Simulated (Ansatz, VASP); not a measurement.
# Two plane-wave programs on As

The input INCAR:

```
SYSTEM = As
PREC     = Accurate       ! precision mode
ENCUT    = 500            ! plane-wave cutoff, eV
EDIFF    = 1E-6           ! SCF threshold, eV
ISMEAR   = 0              ! smearing method
SIGMA    = 0.1            ! smearing width, eV
LREAL    = .FALSE.        ! projectors in reciprocal space
LASPH    = .TRUE.         ! aspherical terms in the spheres
NELM     = 120            ! most SCF steps
ALGO     = Normal         ! electronic algorithm
ISIF     = 2              ! what is computed and relaxed
LWAVE    = .FALSE.        ! write WAVECAR
LCHARG   = .FALSE.        ! write CHGCAR
NBANDS   = 12             ! bands
GGA_COMPAT= .FALSE.
```

File KPOINTS:

```
Automatic mesh
0
G
  6 6 6
  0 0 0
```

POSCAR

```
As
1.0
    1.8797494575      1.0852738553      3.4857700000
   -1.8797494575      1.0852738553      3.4857700000
    0.0000000000     -2.1705477106      3.4857700000
As
2
Direct
    0.2275400000      0.2275400000      0.2275400000
    0.7724600000      0.7724600000      0.7724600000
```

Input for Ansatz:

```yaml
crystal:
  lattice:
    - [1.8797494575, 1.0852738553, 3.48577]
    - [-1.8797494575, 1.0852738553, 3.48577]
    - [0.0, -2.1705477106, 3.48577]
  atoms:
    - { symbol: As, position: [0.22754, 0.22754, 0.22754] }
    - { symbol: As, position: [0.77246, 0.77246, 0.77246] }
basis:
  ecutwfc: 420
kpoints:
  mp_grid: { grid: [6, 6, 6] }
hamiltonian:
  xc: lda
scf:
  occupations: { method: gaussian, width: 0.1 }
  eigensolver: { kind: davidson, full_accuracy: true }
  max_iter: 100
output:
  forces: true
  stress: true
  eigenvalues: true
```

Alike in both runs: task single point; functional LDA; k mesh 6 × 6 × 6; occupations gaussian, width 0.1 eV; no spin polarisation.

|  | VASP | Ansatz |
| --- | --- | --- |
| version | VASP 6.6.1 | Ansatz 0.2.0 |
| potentials or method | VASP PAW LDA potentials, release 64 (As), cutoff 500 eV | scalar-relativistic, plane waves, PAW |
| valence electrons in the cell | 10 | 30 |

|  | VASP | Ansatz | Ansatz less VASP |
| --- | --- | --- | --- |
| gap on the k mesh at the Fermi level (eV) | none | none | - |
| pressure (GPa) | -1.2 | -1.7 | -0.41 |
| traceless stress, the component that is largest in VASP (GPa) | -1.03 | -0.92 | +0.112 |
| rms of the force components (eV/Å) | 0.011 | 0.027 | +0.0162 |

LDA's correlation is that of Perdew and Zunger in VASP and of Perdew and Wang (1992) in Ansatz. Atom by atom the forces differ by 0.038 eV/Å (rms over components). A gap of «none» marks a metal or a gap that the smearing closes. VASP's potentials hold 10 valence electrons a cell and Ansatz's 30, so a difference there can come from the potentials and not from the codes.
